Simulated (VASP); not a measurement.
Crystal: KTaO3.

```
CELL_PARAMETERS angstrom
4.11704 0.00000 0.00000
0.00000 4.11704 0.00000
0.00000 0.00000 4.11704
ATOMIC_POSITIONS crystal
Ta 0.00000 0.00000 0.00000
K 0.50000 0.50000 0.50000
O 0.00000 0.00000 0.50000
O 0.00000 0.50000 0.00000
O 0.50000 0.00000 0.00000
```

```yaml
Program: VASP 6.6.1
Task: relaxation of cell and atoms
Functional: r2SCAN
Potentials_or_basis: VASP PAW PBE potentials, release 64 (Ta_pv, K_sv, O)
Cutoff: 840 eV
k_mesh: 7 × 7 × 7
Occupations: gaussian, width 0.03 eV
Spin: no spin polarisation
```

At the start: pressure -15.3 GPa; volume 13.96 Å³/atom.

Q: How do energy, volume and symmetry change on relaxing?

A: Over 8 steps the energy falls by 61.5 meV/atom and the volume is 12.77 Å³/atom (-8.5 %); space group Pm-3m (No. 221, to 0.1 Å) before and after.

Step by step:
```
step  energy change (eV)  largest force (eV/Å)  pressure (GPa)  volume (Å³)
   1              0.0000                0.0000          -15.33        69.78
   2              0.2504                0.0000           29.63        57.15
   3             -0.3089                0.0000           -0.48        63.98
   4             -0.3091                0.0000           -0.08        63.85
   5             -0.3090                0.0000            0.31        63.74
   6             -0.3090                0.0000           -0.36        63.94
   7             -0.3091                0.0000            0.00        63.83
   8             -0.3073                0.0000           -0.04        63.83
```

Final structure:
```yaml
crystal:
  lattice:
    - [3.99646, 0.00000, 0.00000]
    - [0.00000, 3.99646, 0.00000]
    - [0.00000, 0.00000, 3.99646]
  atoms:
    - { symbol: Ta, position: [0.00000, 0.00000, 0.00000] }
    - { symbol: K, position: [0.50000, 0.50000, 0.50000] }
    - { symbol: O, position: [0.00000, 0.00000, 0.50000] }
    - { symbol: O, position: [0.00000, 0.50000, 0.00000] }
    - { symbol: O, position: [0.50000, 0.00000, 0.00000] }
```

Caveat: the PAW data sets were made with another functional, which shifts forces and pressure a little.
